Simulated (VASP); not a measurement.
Set up this calculation in VASP 6.6.1, as the native input.

| Item | Value |
| --- | --- |
| Task | single point |
| Functional | PBEsol |
| Potentials or basis | VASP PAW PBE potentials, release 64 (Nb_sv, Te) |
| Cutoff | 500 eV |
| k mesh | 7 × 7 × 6 |
| Occupations | fermi-dirac, width 0.1 eV |
| Spin | no spin polarisation |
| Dipole correction | no |
| Further INCAR settings | ALGO = Normal; EDIFF = 1e-06; NBANDS = 16 |

The structure of NbTe lies in POSCAR:

```
NbTe
1.0
    3.7517029302      0.0000000000      0.0000000000
   -1.8758514651      3.2490704973      0.0000000000
    0.0000000000      0.0000000000      3.7428246143
Nb Te
1 1
Direct
    0.0000000000      0.0000000000      0.5000000000
    0.6666666667      0.3333333333      0.0000000000
```

These files were run (other wordings do the same):

INCAR

```
ALGO = Normal
EDIFF = 1E-6
ENCUT = 500
GGA = PS
GGA_COMPAT = F
ISIF = 2
ISMEAR = -1
LASPH = T
LCHARG = F
LREAL = F
LWAVE = F
NBANDS = 16
NELM = 120
PREC = Accurate
SIGMA = 0.1
```

KPOINTS

```
k-points
0
Gamma
  7 7 6
```

Potentials or basis: VASP PAW PBE potentials, release 64 (Nb_sv, Te).

Launch:

```console
$ cat potpaw_PBE.64/Nb_sv/POTCAR potpaw_PBE.64/Te/POTCAR > POTCAR
$ mpirun -np 1 vasp_std > vasp.out
```

It gave:

| Property | Result |
| --- | --- |
| Pressure | -9.1 GPa |

Caveat: the PAW data sets were made with another functional, which shifts forces and pressure a little.

Wall time 13 s on 1 thread of Intel(R) Xeon(R) Platinum 8488C (Sapphire Rapids), on a shared host, peak memory 0.16 GiB.
